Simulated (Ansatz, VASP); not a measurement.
BaTiO3 in VASP and in Ansatz

Contents of INCAR:

```
SYSTEM = BaTiO3
  PREC = Accurate
  ENCUT = 520
  EDIFF = 1E-6
  ISMEAR = -1
  SIGMA = 0.02
  LREAL = .FALSE.
  LASPH = .TRUE.
  NELM = 60
  ALGO = Normal
  ISIF = 2
  LWAVE = .FALSE.
  LCHARG = .FALSE.
  GGA = PE
  NBANDS = 28
```

Contents of KPOINTS:

```
regular mesh
0
G
  6 6 6
  0 0 0
```

Contents of POSCAR:

```
BaTiO3
1.0
    3.8528794582      0.0000000000      0.0000000000
    0.0000000000      3.8528794582      0.0000000000
    0.0000000000      0.0000000000      4.3707941629
Ba Ti O
1 1 3
Direct
    0.5000000000      0.5000000000      0.6008900113
    0.0000000000      0.0000000000      0.1179582154
    0.0000000000      0.5000000000      0.0559765015
    0.5000000000      0.0000000000      0.0559765015
    0.0000000000      0.0000000000      0.5291957603
```

Input for Ansatz:

```yaml
crystal:
  lattice:
    - [3.8528794582, 0.0, 0.0]
    - [0.0, 3.8528794582, 0.0]
    - [0.0, 0.0, 4.3707941629]
  atoms:
    - { symbol: Ba, position: [0.5, 0.5, 0.6008900113] }
    - { symbol: Ti, position: [0.0, 0.0, 0.1179582154] }
    - { symbol: O, position: [0.0, 0.5, 0.0559765015] }
    - { symbol: O, position: [0.5, 0.0, 0.0559765015] }
    - { symbol: O, position: [0.0, 0.0, 0.5291957603] }
kpoints:
  mp_grid: { grid: [6, 6, 6] }
  band_path:
    path:
      - [0.0, 0.0, 0.0]
      - [0.0, 0.5, 0.0]
      - [0.5, 0.5, 0.0]
      - [0.0, 0.0, 0.5]
      - [0.0, 0.5, 0.5]
      - [0.5, 0.5, 0.5]
      - [-0.5, -0.5, 0.473958]
    npoints: 1
hamiltonian:
  xc: pbe
scf:
  occupations: { method: fermi_dirac, width: 0.02 }
  n_extra_bands: 5
output:
  forces: true
  stress: true
  eigenvalues: true
  write_density: true
  write_potential: true
  elf: true
  volumetric_format: npy
```

Change from the starting cell: epitaxial_xy strain -3.0%.

Alike in both runs: task single point; functional PBE; k mesh 6 × 6 × 6; occupations fermi-dirac, width 0.02 eV; no spin polarisation.

|  | VASP | Ansatz |
| --- | --- | --- |
| version | VASP 6.6.1 | Ansatz 0.2.0 |
| potentials or method | VASP PAW PBE potentials, release 64 (Ba_sv, Ti_sv, O) | plane waves, PAW |
| plane-wave cutoff (eV) | 520 | 420 |
| valence electrons in the cell | 40 | 40 |

|  | VASP | Ansatz | Ansatz less VASP |
| --- | --- | --- | --- |
| gap on the k mesh at the Fermi level (eV) | 1.89 | 1.94 | +0.049 |
| pressure (GPa) | 10.1 | 8.3 | -1.80 |
| traceless stress, the component that is largest in VASP (GPa) | -5.08 | -4.94 | +0.134 |
| rms of the force components (eV/Å) | 0.074 | 0.057 | -0.0165 |

Atom by atom the forces differ by 0.032 eV/Å (rms over components). With one functional, cell and mesh, what is left measures potentials, basis and numerics.

Spin-orbit coupling is off throughout.
